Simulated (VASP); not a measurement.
HfO2, 3 atoms in the cell. Symmetry: Fm-3m, No. 225, cubic system. The conventional cell has a = 5.352 Å, b = 5.352 Å, c = 5.352 Å, α = 90.00°, β = 90.00°, γ = 90.00°. Within 3.1 Å of Hf (site symmetry m-3m) lie 8 O at 2.32 Å. Within 3.1 Å of O (site symmetry -43m) lie 4 Hf at 2.32 Å and 6 O at 2.68 Å.  This cell differs from its parent crystal: strain +0.050 along x and y, +0.050 along z.

| Property | Result |
| --- | --- |
| Program | VASP 6.6.1 |
| Task | single point |
| Functional | PBE |
| Potentials or basis | VASP PAW PBE potentials, release 64 (Hf_pv, O) |
| Cutoff | 520 eV |
| k mesh | 8 × 8 × 8 |
| Occupations | gaussian, width 0.05 eV |
| Spin | no spin polarisation |
| Dipole correction | no |
| Further INCAR settings | ALGO = Normal; EDIFF = 1e-07; NBANDS = 18 |

Potentials or basis: VASP PAW PBE potentials, release 64 (Hf_pv, O).

Run with:

```sh
$ cat potpaw_PBE.64/Hf_pv/POTCAR potpaw_PBE.64/O/POTCAR > POTCAR
$ mpirun -np 1 vasp_std > vasp.out
```

Hardware: 1 thread of AMD EPYC 9R45 96-Core Processor (Zen 5) (shared host).

Question: Estimate the wall time of this run.

Answer: Wall time 12 s on 1 thread of AMD EPYC 9R45 96-Core Processor (Zen 5), on a shared host, peak memory 0.14 GiB. Counts: scf iterations 16, k points 29.
